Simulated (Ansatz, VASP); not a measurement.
One calculation of CeO2, two programs

```
Ce O
1.0
     0.00000    2.74499    2.74499
     2.74499    0.00000    2.74499
     2.74499    2.74499    0.00000
Ce O
1 2
Direct
  0.00000 0.00000 0.00000
  0.25000 0.25000 0.25000
  0.75000 0.75000 0.75000
```

Alike in both runs: task single point; functional PBE; k mesh 12 × 12 × 12; occupations gaussian, width 0.05 eV; no spin polarisation; Hubbard terms Ce f U = 5.0 eV.

```csv
,VASP,Ansatz
version,VASP 6.6.1,Ansatz 0.2.0
potentials or method,"VASP PAW PBE potentials, release 64 (Ce, O), cutoff 520 eV","scalar-relativistic, plane waves, PAW"
valence electrons in the cell,24,24
```

Ansatz gave:

```
gap on the k mesh at the Fermi level (eV) : 2.23
least direct gap on the mesh (eV)         : 2.39
pressure (GPa)                            : -1.8
```

Question: Estimate VASP's values.

Answer: gap on the k mesh at the Fermi level (eV): 2.27; least direct gap on the mesh (eV): 2.47; pressure (GPa): 1.1.

The programs project onto different local orbitals, so the same U acts differently, and such runs can settle in different states.

Spin-orbit coupling is off throughout.
